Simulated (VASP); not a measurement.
Here is a VASP 6.6.1 calculation.

File INCAR:

```
SYSTEM = Sb
ALGO     = Normal         ! electronic algorithm
EDIFF    = 1E-7           ! SCF threshold, eV
EDIFFG   = -0.01          ! ionic threshold
ENCUT    = 600            ! plane-wave cutoff, eV
GGA      = PS             ! functional
IBRION   = 2              ! ionic algorithm
ISIF     = 3              ! what is computed and relaxed
ISMEAR   = -1             ! smearing method
IVDW     = 13             ! dispersion correction
LASPH    = .TRUE.         ! aspherical terms in the spheres
LCHARG   = .FALSE.        ! write CHGCAR
LREAL    = .FALSE.        ! projectors in reciprocal space
LWAVE    = .FALSE.        ! write WAVECAR
NELM     = 100            ! most SCF steps
NSW      = 60             ! ionic steps
PREC     = Accurate       ! precision mode
SIGMA    = 0.05           ! smearing width, eV
```

File KPOINTS:

```
k-points
0
G
  8 8 8
  0 0 0
```

The input POSCAR:

```
Sb
1.0
    2.1542000000      1.2437279499      3.7580000000
   -2.1542000000      1.2437279499      3.7580000000
    0.0000000000     -2.4874558998      3.7580000000
Sb
2
Direct
    0.7665100000      0.7665100000      0.7665100000
    0.2334900000      0.2334900000      0.2334900000
```

Potentials or basis: VASP PAW PBE potentials, release 64 (Sb).

Command:

```console
$ cat potpaw_PBE.64/Sb/POTCAR > POTCAR
$ mpirun -np 1 vasp_std > vasp.out
```

(1) Estimate the space group after relaxing (to 0.1 Å).

(2) Estimate the dispersion energy per atom.

(3) Estimate the relaxed volume.

## Answers

(1) R-3m (No. 166).

(2) -0.305 eV.

(3) 28.92 Å³/atom.

Caveat: the PAW data sets were made with another functional, which shifts forces and pressure a little.
